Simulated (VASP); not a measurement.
# CsAs (P3m1) in VASP: notebook

CsAs is run at these levels: PBE; tasks: single point, relaxation of cell and atoms.

Program: VASP 6.6.1. These are calculated values, not measurements. Logs are shortened: lines on timing, memory, paths and dates and some standing lists are left out, and cuts for length are marked.

## Step 1: The cell of the first run

It takes space group P3m1 (No. 156, trigonal). Conventional cell: a = 3.820 Å, b = 3.820 Å, c = 6.001 Å, α = 90.00°, β = 90.00°, γ = 120.00°. Within 4.4 Å of Cs (site symmetry 3m) lie 6 As at 3.32 to 4.16 Å and 6 Cs at 3.82 Å. Within 4.4 Å of As (site symmetry 3m) lie 6 Cs at 3.32 to 4.16 Å and 6 As at 3.82 Å.

## Step 2: Single point, PBE

INCAR

```
  PREC = Accurate
  ENCUT = 520
  EDIFF = 1E-6
  ISMEAR = 0
  SIGMA = 0.1
  LREAL = False
  LASPH = True
  NELM = 100
  ALGO = Normal
  ISIF = 2
  LWAVE = False
  LCHARG = False
  GGA = PE
  NBANDS = 14
```

KPOINTS

```
regular mesh
0
Gamma
  6 6 4
```

POSCAR

```
CsAs
1.0
    3.8196262200      0.0000000000      0.0000000000
   -1.9098131100      3.3078933400      0.0000000000
    0.0000000000      0.0000000000      6.0009651700
Cs As
1 1
Direct
    0.0000000000      0.0000000000      0.5437340300
    0.6666666700      0.3333333300      0.9562659700
```

Potentials or basis: VASP PAW PBE potentials, release 64 (Cs_sv, As).

The run is started by

```sh
$ cat potpaw_PBE.64/Cs_sv/POTCAR potpaw_PBE.64/As/POTCAR > POTCAR
$ mpirun -np 1 vasp_std > vasp.out
```

OUTCAR:

```text
PREC = Accurate
   ENCUT = 520
   EDIFF = 1E-6
   ISMEAR = 0
   LREAL = False
   LASPH = True
   NELM = 100
   ISIF = 2
   GGA = PE

 ion  position               nearest neighbor table
   1  0.000  0.000  0.544-
   2  0.667  0.333  0.956-

  LATTYP: Found a hexagonal cell.
 ALAT       =     3.8196262200
 C/A-ratio  =     1.5710870186

  Lattice vectors:

 A1 = (   3.8196262200,   0.0000000000,   0.0000000000)
 A2 = (  -1.9098131100,   3.3078933400,   0.0000000000)
 A3 = (   0.0000000000,   0.0000000000,   6.0009651700)

Analysis of symmetry for initial positions (statically):
=====================================================================
 Subroutine PRICEL returns:
 Original cell was already a primitive cell.

 Routine SETGRP: Setting up the symmetry group for a
 hexagonal supercell.

 Subroutine GETGRP returns: Found  6 space group operations
 (whereof  6 operations were pure point group operations)
 out of a pool of 24 trial point group operations.

The static configuration has the point symmetry C_3v.

Analysis of symmetry for dynamics (positions and initial velocities):
=====================================================================
 Subroutine PRICEL returns:
 Original cell was already a primitive cell.

 Routine SETGRP: Setting up the symmetry group for a
 hexagonal supercell.

 Subroutine GETGRP returns: Found  6 space group operations
 (whereof  6 operations were pure point group operations)
 out of a pool of 24 trial point group operations.

The dynamic configuration has the point symmetry C_3v.

 Subroutine INISYM returns: Found  6 space group operations
 (whereof  6 operations are pure point group operations),
 and found     1 'primitive' translations

----------------------------------------------------------------------------------------

                                     Primitive cell

  volume of cell :      75.8217

  direct lattice vectors                    reciprocal lattice vectors
     3.819626220  0.000000000  0.000000000     0.261805722  0.151153604  0.000000000
    -1.909813110  3.307893340  0.000000000     0.000000000  0.302307208  0.000000000
     0.000000000  0.000000000  6.000965170     0.000000000  0.000000000  0.166639861

  length of vectors
     3.819626220  3.819626220  6.000965170     0.302307208  0.302307208  0.166639861

  position of ions in fractional coordinates (direct lattice)
     0.000000000  0.000000000  0.543734030
     0.666666670  0.333333330  0.956265970

  ion indices of the primitive-cell ions
   primitive index   ion index
                 1           1
                 2           2

----------------------------------------------------------------------------------------

 KPOINTS: regular mesh

Automatic generation of k-mesh.
 Grid dimensions read from file:
 generate k-points for:    6    6    4

 Generating k-lattice:

  Cartesian coordinates                     Fractional coordinates (reciprocal lattice)
     0.043634287  0.025192267  0.000000000     0.166666667  0.000000000  0.000000000
     0.000000000  0.050384535  0.000000000     0.000000000  0.166666667  0.000000000
     0.000000000  0.000000000  0.041659965     0.000000000  0.000000000  0.250000000

  Length of vectors
     0.050384535  0.050384535  0.041659965

  Shift w.r.t. Gamma in fractional coordinates (k-lattice)
     0.000000000  0.000000000  0.000000000

 Subroutine IBZKPT returns following result:
 ===========================================

 Found     24 irreducible k-points:

 Following reciprocal coordinates:
            Coordinates               Weight
  0.000000  0.000000  0.000000      1.000000
  0.166667  0.000000  0.000000      6.000000
  0.333333  0.000000  0.000000      6.000000
  0.500000 -0.000000  0.000000      3.000000
  0.166667  0.166667  0.000000      6.000000
  0.333333  0.166667  0.000000     12.000000
[... 16 lines left out ...]
  0.333333  0.166667  0.500000     12.000000
  0.333333  0.333333  0.500000      2.000000
   k-points           NKPTS =     24   k-points in BZ     NKDIM =     24   number of bands    NBANDS=     14
   number of dos      NEDOS =    301   number of ions     NIONS =      2
   total plane-waves  NPLWV =  37632
   dimension x,y,z NGX =    28 NGY =   28 NGZ =   48
   dimension x,y,z NGXF=    56 NGYF=   56 NGZF=   96
   ions per type =               1   1
   NGX,Y,Z   is equivalent  to a cutoff of  12.19, 12.19, 13.30 a.u.
   NGXF,Y,Z  is equivalent  to a cutoff of  24.37, 24.37, 26.60 a.u.
 SYSTEM =  unknown system
   PREC   = accura    normal or accurate (medium, high low for compatibility)
   ISTART =      0    job   : 0-new  1-cont  2-samecut
   ICHARG =      2    charge: 1-file 2-atom 10-const
   ISPIN  =      1    spin polarized calculation?
   LNONCOLLINEAR =      F non collinear calculations
   LSORBIT =      F    spin-orbit coupling
   LASPH  =      T    aspherical Exc in radial PAW
   ENCUT  =  520.0 eV  38.22 Ry    6.18 a.u.   7.10  7.10 11.16*2*pi/ulx,y,z
   NELM   =    100;   NELMIN=  2; NELMDL= -5     # of ELM steps
   EDIFF  = 0.1E-05   stopping-criterion for ELM
   LREAL  =      F    real-space projection
   EDIFFG = 0.1E-04   stopping-criterion for IOM
   NSW    =      0    number of steps for IOM
   IBRION =     -1    ionic relax: 0-MD 1-quasi-New 2-CG
   NFREE  =      0    steps in history (QN), initial steepest desc. (CG)
   ISIF   =      2    stress and relaxation
   ISYM   =      2    0-nonsym 1-usesym 2-fastsym
   POTIM  = 0.5000    time-step for ionic-motion
   TEBEG  =    0.0;   TEEND  =   0.0 temperature during run
   PSTRESS=    0.0 pullay stress
   NELECT =      14.0000    total number of electrons
   NUPDOWN=      -1.0000    fix difference up-down
   EMIN   =  10.00;   EMAX   =-10.00  energy-range for DOS
   EFERMI =   0.00;   METHOD = LEGACY
   ISMEAR =     0;   SIGMA  =   0.10  broadening in eV -4-tet -1-fermi 0-gaus
   EFERMI_NEDOS =   21; number of points for ismear=-14 and -15
   IALGO  =     38    algorithm
   IMIX   =      4    mixing-type and parameters
     AMIX     =   0.40;   BMIX     =  1.00
     AMIX_MAG =   1.60;   BMIX_MAG =  1.00
  volume/ion in A,a.u.               =      37.91       255.84
  Fermi-wavevector in a.u.,A,eV,Ry     =   0.932223  1.761646 11.823996  0.869039
  Thomas-Fermi vector in A             =   2.058798
   LORBIT       =      0    0 simple, 1 ext, 2 COOP (PROOUT), +10 PAW based schemes
   GGA     = PE    functional components
   LHFCALC =     F    Hartree Fock is set to
   AEXX    =    0.0000 exact exchange contribution
   IVDW    =     0    specifies the selected vdW correction
   LEPSILON=     F    determine dielectric tensor
   LRPA    =     F    only Hartree local field effects (RPA)
 non-spin polarized calculation
 Gauss-broadening in eV      SIGMA  =   0.10
  energy-cutoff  :      520.00
  volume of cell :       75.82
 maximum number of plane-waves:      2061
   NGX = 15   NGY = 15   NGZ = 23

 number of electron      13.9999998 magnetization

 Free energy of the ion-electron system (eV)
  ---------------------------------------------------
  ext. energy  EPLUGINS =         0.00000000
  ---------------------------------------------------
  free energy    TOTEN  =        -4.53288888 eV

  energy without entropy =       -4.51424803  energy(sigma->0) =       -4.52356845

 E-fermi :   2.0259     XC(G=0):  -8.3907

 val. band max:        2.0240709207   @ k =  -0.1667   0.5000   0.2500
 cond. band min:       2.0361426060   @ k =   0.3333   0.1667   0.0000
 fundamental gap:      0.0120716854
 Fermi energy:         2.0259001931

 k-point     1 :       0.0000    0.0000    0.0000
  band No.  band energies     occupation
      1     -20.3141      2.00000
      2      -8.4084      2.00000
      3      -6.6390      2.00000
      4      -6.1463      2.00000
      5      -6.1463      2.00000
      6       1.6353      2.00000
      7       3.6517      0.00000
      8       3.6517      0.00000
      9       3.7864      0.00000
     10       6.8195      0.00000
     11       7.2904      0.00000
     12       7.2904      0.00000
     13       9.3798      0.00000
     14       9.6645      0.00000

 k-point     2 :       0.1667    0.0000    0.0000
  band No.  band energies     occupation
      1     -20.2371      2.00000
      2      -8.2585      2.00000
      3      -6.8241      2.00000
      4      -6.4020      2.00000
      5      -6.2761      2.00000
      6       1.5274      2.00000
      7       2.4391      0.00000
      8       3.4522      0.00000
      9       4.5415      0.00000
     10       6.3250      0.00000
     11       7.5998      0.00000
     12       7.9624      0.00000
     13       8.8027      0.00000
     14       9.3422      0.00000

 k-point     3 :       0.3333    0.0000    0.0000
  band No.  band energies     occupation
      1     -20.0757      2.00000
      2      -8.2509      2.00000
      3      -7.2172      2.00000
      4      -6.5178      2.00000
      5      -6.3651      2.00000
      6       0.4902      2.00000
      7       1.5549      2.00000
      8       3.0567      0.00000
      9       4.3421      0.00000
     10       6.8464      0.00000
     11       7.6696      0.00000
     12       8.7078      0.00000
     13       8.7687      0.00000
     14      10.0188      0.00000
[... 324 lines left out ...]
 k-point    23 :       0.3333    0.1667    0.5000
  band No.  band energies     occupation
      1     -19.9905      2.00000
      2      -8.2263      2.00000
      3      -7.2976      2.00000
      4      -6.9272      2.00000
      5      -6.3082      2.00000
      6       0.4274      2.00000
      7       1.8656      1.97661
      8       2.0119      1.15691
      9       5.2408      0.00000
     10       6.1323      0.00000
     11       7.3890      0.00000
     12       8.4002      0.00000
     13       8.9600      0.00000
     14      10.0612      0.00000

 k-point    24 :       0.3333    0.3333    0.5000
  band No.  band energies     occupation
      1     -19.9479      2.00000
      2      -8.0040      2.00000
      3      -7.6362      2.00000
      4      -6.7315      2.00000
      5      -6.6270      2.00000
      6       0.4484      2.00000
      7       1.2628      2.00000
      8       2.1501      0.07910
      9       6.4529      0.00000
     10       6.5160      0.00000
     11       7.4319      0.00000
     12       7.5386      0.00000
     13       8.2323      0.00000
     14       9.9544      0.00000

------------------------ aborting loop because EDIFF is reached ----------------------------------------

  FORCE on cell =-STRESS in cart. coord.  units (eV):
  Direction    XX          YY          ZZ          XY          YZ          ZX
  --------------------------------------------------------------------------------------
  -------------------------------------------------------------------------------------
  Total        0.3289501      0.3289501      1.4968061      0.0000000      0.0000000      0.0000000
  in kB        6.9509970      6.9509970     31.6287950      0.0000000      0.0000000      0.0000000
  external PRESSURE =      15.1769297 kB  Pullay stress =       0.0000000 kB

 VOLUME and BASIS-vectors are now :
 -----------------------------------------------------------------------------
  energy-cutoff  :      520.00
  volume of cell :       75.82
      direct lattice vectors                 reciprocal lattice vectors
     3.819626220  0.000000000  0.000000000     0.261805722  0.151153604  0.000000000
    -1.909813110  3.307893340  0.000000000     0.000000000  0.302307208  0.000000000
     0.000000000  0.000000000  6.000965170     0.000000000  0.000000000  0.166639861

 POSITION                                       TOTAL-FORCE (eV/Angst)
 -----------------------------------------------------------------------------------
      0.00000      0.00000      3.26293        -0.000000     -0.000000     -1.425682
      1.90981      1.10263      5.73852         0.000000      0.000000      1.425682
 -----------------------------------------------------------------------------------
    total drift:                               -0.000004      0.000003      0.000351

  FREE ENERGIE OF THE ION-ELECTRON SYSTEM (eV)
  ---------------------------------------------------
  free  energy   TOTEN  =        -4.5328888809 eV

  energy  without entropy=       -4.5142480265  energy(sigma->0) =       -4.52356845
```

Run time: 16 s. Hardware: 1 thread of Intel Xeon Platinum 8259CL at 2.50GHz (Skylake/Cascade Lake), shared host; peak memory 0.19 GiB.

What came out:

| Item | Value |
| --- | --- |
| Free energy | -4.5329 eV |
| Pressure | 1.5 GPa |
| Largest force | 1.426 eV/Å |
| Band gap on the k mesh | zero (band 7 reaches 3.67 eV, above the bottom of band 8 at 1.48 eV) |

Forces in eV/Å, atoms in the order of the input:
```
Cs   0.000  0.000 -1.426
As   0.000  0.000  1.426
```

Stress tensor (GPa, compression positive):
```
0.70 0.00 0.00
0.00 0.70 0.00
0.00 0.00 3.16
```

Levels at points of the mesh, in eV from the Fermi level:
| k point | band 4 | band 5 | band 6 | band 7 | band 8 | band 9 | band 10 | band 11 |
| --- | --- | --- | --- | --- | --- | --- | --- | --- |
| (0.00, 0.00, 0.00) | -8.17 | -8.17 | -0.39 | 1.63 | 1.63 | 1.76 | 4.79 | 5.26 |
| (0.50, 0.00, 0.00) | -8.66 | -8.45 | -2.16 | -0.72 | 0.85 | 1.92 | 4.57 | 5.74 |
| (0.00, 0.00, 0.50) | -8.17 | -7.99 | -1.59 | 1.65 | 1.65 | 2.57 | 5.00 | 5.00 |
| (0.50, 0.00, 0.50) | -8.65 | -8.42 | -1.87 | -0.32 | 0.66 | 2.45 | 3.82 | 4.96 |

Caveat: spin-orbit coupling is left out, which moves the levels of the heavy elements; forces of over 1 eV/Å act on the atoms, so gaps and moduli don't describe the material at rest.

## Step 3: Relaxation of cell and atoms, PBE

INCAR

```
SYSTEM = CsAs
  ALGO = Normal
  EDIFF = 1E-7
  EDIFFG = -0.04
  ENCUT = 600
  GGA = PE
  IBRION = 2
  ISIF = 3
  ISMEAR = 0
  LASPH = .TRUE.
  LCHARG = .FALSE.
  LREAL = .FALSE.
  LWAVE = .FALSE.
  NELM = 60
  NSW = 90
  PREC = Accurate
  SIGMA = 0.1
```

KPOINTS

```
k-points
0
G
  6 6 4
  0 0 0
```

POSCAR is that of step 2.

Potentials or basis: VASP PAW PBE potentials, release 64 (Cs_sv, As).

The run is started by

```sh
$ cat potpaw_PBE.64/Cs_sv/POTCAR potpaw_PBE.64/As/POTCAR > POTCAR
$ mpirun -np 1 vasp_std > vasp.out
```

OUTCAR:

```text
SYSTEM = CsAs
   EDIFF = 1E-7
   EDIFFG = -0.04
   ENCUT = 600
   GGA = PE
   IBRION = 2
   ISIF = 3
   ISMEAR = 0
   LASPH = .TRUE.
   LREAL = .FALSE.
   NELM = 60
   NSW = 90
   PREC = Accurate

 ion  position               nearest neighbor table
   1  0.000  0.000  0.544-
   2  0.667  0.333  0.956-

  LATTYP: Found a hexagonal cell.
 ALAT       =     3.8196262200
 C/A-ratio  =     1.5710870186

  Lattice vectors:

 A1 = (   3.8196262200,   0.0000000000,   0.0000000000)
 A2 = (  -1.9098131100,   3.3078933400,   0.0000000000)
 A3 = (   0.0000000000,   0.0000000000,   6.0009651700)

Analysis of symmetry for initial positions (statically):
=====================================================================
 Subroutine PRICEL returns:
 Original cell was already a primitive cell.

 Routine SETGRP: Setting up the symmetry group for a
 hexagonal supercell.

 Subroutine GETGRP returns: Found  6 space group operations
 (whereof  6 operations were pure point group operations)
 out of a pool of 24 trial point group operations.

The static configuration has the point symmetry C_3v.

Analysis of symmetry for dynamics (positions and initial velocities):
[... 163 lines left out ...]

  FORCE on cell =-STRESS in cart. coord.  units (eV):
  Direction    XX          YY          ZZ          XY          YZ          ZX
  --------------------------------------------------------------------------------------
  -------------------------------------------------------------------------------------
  Total        0.3316471      0.3316471      1.4970205     -0.0000000      0.0000000      0.0000000
  in kB        7.0079868      7.0079868     31.6333265     -0.0000000      0.0000000      0.0000000
  external PRESSURE =      15.2164334 kB  Pullay stress =       0.0000000 kB
[... 89 lines left out ...]
  FREE ENERGIE OF THE ION-ELECTRON SYSTEM (eV)
  ---------------------------------------------------
  free  energy   TOTEN  =        -4.7295139966 eV

  energy  without entropy=       -4.7109165480  energy(sigma->0) =       -4.72021527

[... ionic steps 4 to 7 ...]

--------------------------------------- Ionic step        8  -------------------------------------------

 number of electron      13.9999999 magnetization

------------------------ aborting loop because EDIFF is reached ----------------------------------------
[... 67 lines left out ...]
--------------------------------------- Ionic step       10  -------------------------------------------

 number of electron      14.0000000 magnetization

 Free energy of the ion-electron system (eV)
  ---------------------------------------------------
  ext. energy  EPLUGINS =         0.00000000
  ---------------------------------------------------
  free energy    TOTEN  =        -4.89709255 eV

  energy without entropy =       -4.87998058  energy(sigma->0) =       -4.88853656

 E-fermi :   2.5530     XC(G=0):  -8.7079

 val. band max:        2.5088206025   @ k =   0.3333   0.1667   0.5000
 cond. band min:       2.5673539135   @ k =  -0.1667   0.5000   0.2500
 fundamental gap:      0.0585333110
 Fermi energy:         2.5529905674

 k-point     1 :       0.0000    0.0000    0.0000
  band No.  band energies     occupation
      1     -20.1517      2.00000
      2      -7.5945      2.00000
      3      -6.9695      2.00000
      4      -5.7449      2.00000
      5      -5.7449      2.00000
      6       2.0999      2.00000
      7       3.9945      0.00000
      8       4.5924      0.00000
      9       4.5924      0.00000
     10       7.5080      0.00000
     11       7.6004      0.00000
[... 349 lines left out ...]
  FREE ENERGIE OF THE ION-ELECTRON SYSTEM (eV)
  ---------------------------------------------------
  free  energy   TOTEN  =        -4.8970925473 eV

  energy  without entropy=       -4.8799805759  energy(sigma->0) =       -4.88853656

 reached required accuracy - stopping structural energy minimisation
```

Run time: 1.9 min. Hardware: 1 thread of Intel Xeon Platinum 8259CL at 2.50GHz (Skylake/Cascade Lake), shared host; peak memory 0.24 GiB.

Results:

```yaml
Free_energy: -4.8971 eV
Relaxed_volume: 35.80 Å³/atom
Relaxed_cell: a = 3.717 Å, b = 3.717 Å, c = 5.984 Å, α = 90.00°, β = 90.00°, γ = 120.00°
Space_group_after_relaxing_to_0.05_Å: P-6m2 (No. 187)
Energy_gained_by_relaxing: 182.1 meV/atom
Ionic_steps: 10
Pressure_after_relaxing: -0.1 GPa
Band_gap_on_the_k_mesh: zero (band 7 reaches 4.64 eV, above the bottom of band 8 at 1.75 eV)
```

The path:
```tsv
step	energy change (eV)	largest force (eV/Å)	pressure (GPa)	volume (Å³)
1	0.0000	1.4259	1.52	75.82
2	-0.1694	0.7536	-0.64	79.82
3	-0.1966	0.4880	-1.48	82.02
4	-0.2747	0.4515	-1.11	78.23
5	-0.3481	0.0881	0.96	69.62
6	-0.3519	0.2227	0.30	71.51
7	-0.3524	0.1869	0.48	70.95
8	-0.3635	0.0263	0.16	71.06
9	-0.3635	0.0350	0.15	71.07
10	-0.3642	0.0004	-0.07	71.60
```

Final structure:
```cif
data_structure
_symmetry_space_group_name_H-M 'P 1'
_symmetry_Int_Tables_number 1
_cell_length_a 3.7170
_cell_length_b 3.7170
_cell_length_c 5.9843
_cell_angle_alpha 90.000
_cell_angle_beta 90.000
_cell_angle_gamma 120.000
_cell_volume 71.60
loop_
_atom_site_label
_atom_site_type_symbol
_atom_site_fract_x
_atom_site_fract_y
_atom_site_fract_z
_atom_site_occupancy
Cs1 Cs 0.00000 0.00000 0.50001 1
As1 As 0.66667 0.33333 0.99999 1
```

Caveat: spin-orbit coupling is left out, which moves the levels of the heavy elements.
